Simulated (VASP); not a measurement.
Here is a VASP 6.6.1 calculation.

INCAR

```
SYSTEM = BeS
ALGO     = Normal         ! electronic algorithm
EDIFF    = 1E-7           ! SCF threshold, eV
ENCUT    = 520            ! plane-wave cutoff, eV
GGA      = PE             ! functional
ISIF     = 2              ! what is computed and relaxed
ISMEAR   = 0              ! smearing method
LASPH    = .TRUE.         ! aspherical terms in the spheres
LCHARG   = .FALSE.        ! write CHGCAR
LREAL    = .FALSE.        ! projectors in reciprocal space
LWAVE    = .FALSE.        ! write WAVECAR
NBANDS   = 11             ! bands
NELM     = 100            ! most SCF steps
PREC     = Accurate       ! precision mode
SIGMA    = 0.02           ! smearing width, eV
```

Contents of KPOINTS:

```
k-points
0
G
  8 8 8
  0 0 0
```

POSCAR

```
BeS
1.0
    0.0000000000      2.4133786452      2.4133786452
    2.4133786452      0.0000000000      2.4133786452
    2.4133786452      2.4133786452      0.0000000000
Be S
1 1
Direct
    0.2500000000      0.2500000000      0.2500000000
    0.5000000000      0.5000000000      0.5000000000
```

Potentials or basis: VASP PAW PBE potentials, release 64 (Be, S).

Command:

```console
$ cat potpaw_PBE.64/Be/POTCAR potpaw_PBE.64/S/POTCAR > POTCAR
$ mpirun -np 1 vasp_std > vasp.out
```

Q: What does it give for the pressure?

A: 3.0 GPa.

Q: Predict the band gap on the k mesh.

A: 3.08 eV, indirect (least direct gap 5.66 eV).

 A k mesh can miss the band edges.
